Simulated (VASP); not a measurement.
# NbAl6: single point with PBE

Crystal: NbAl6.

```xyz
7
Lattice="6.1563 0.0000 0.0000 0.0000 6.1563 0.0000 0.0000 0.0000 6.1563" Properties=species:S:1:pos:R:3 pbc="T T T"
Al    4.9396    3.0781    3.0781
Al    1.2167    3.0781    3.0781
Al    3.0781    3.0781    4.9396
Al    3.0781    3.0781    1.2167
Al    3.0781    1.2167    3.0781
Al    3.0781    4.9396    3.0781
Nb    0.0000    0.0000    0.0000
```

```yaml
Program: VASP 6.6.1
Task: single point
Functional: PBE
Potentials_or_basis: VASP PAW PBE potentials, release 64 (Al, Nb_sv)
Cutoff: 520 eV
k_mesh: 6 × 6 × 6
Occupations: gaussian, width 0.1 eV
Spin: collinear spin, ferromagnetic start
Starting_moments: "[0.0, 0.0, 0.0, 0.0, 0.0, 0.0, 4.1] μB"
```

```json
{
 "Pressure": "0.0 GPa",
 "Net moment": "3.50 μB per cell",
 "Site moments": "Al -0.02; Nb +2.70 μB",
 "Valence electrons inside the program's atomic spheres": "Al 0.83; Nb 10.62"
}
```

Levels at points of the mesh, in eV from the Fermi level:
Spin up:
| k point | band 15 | band 16 | band 17 | band 18 | band 19 | band 20 |
| --- | --- | --- | --- | --- | --- | --- |
| (0.00, 0.00, 0.00) | -0.30 | -0.30 | 0.23 | 0.87 | 0.87 | 0.87 |
| (0.50, 0.00, 0.00) | -0.33 | -0.17 | -0.16 | -0.16 | 0.09 | 0.66 |
| (0.50, 0.50, 0.00) | -0.22 | -0.22 | -0.08 | 0.53 | 0.53 | 1.18 |
| (0.50, 0.50, 0.50) | -0.11 | -0.11 | -0.11 | 0.03 | 0.03 | 0.03 |
Spin down:
```csv
k point,band 12,band 13,band 14,band 15,band 16,band 17
"(0.00, 0.00, 0.00)",0.30,0.30,0.30,1.67,1.86,1.86
"(0.50, 0.00, 0.00)",-0.70,-0.51,0.46,0.83,0.87,1.61
"(0.50, 0.50, 0.00)",-0.70,-0.31,-0.31,1.55,1.55,1.68
"(0.50, 0.50, 0.50)",-0.12,-0.12,-0.12,0.99,2.11,2.11
```

It took 4.8 min on 1 thread of AMD EPYC 7R43 64-Core Processor (Zen 3) (shared host), peak memory 0.45 GiB.
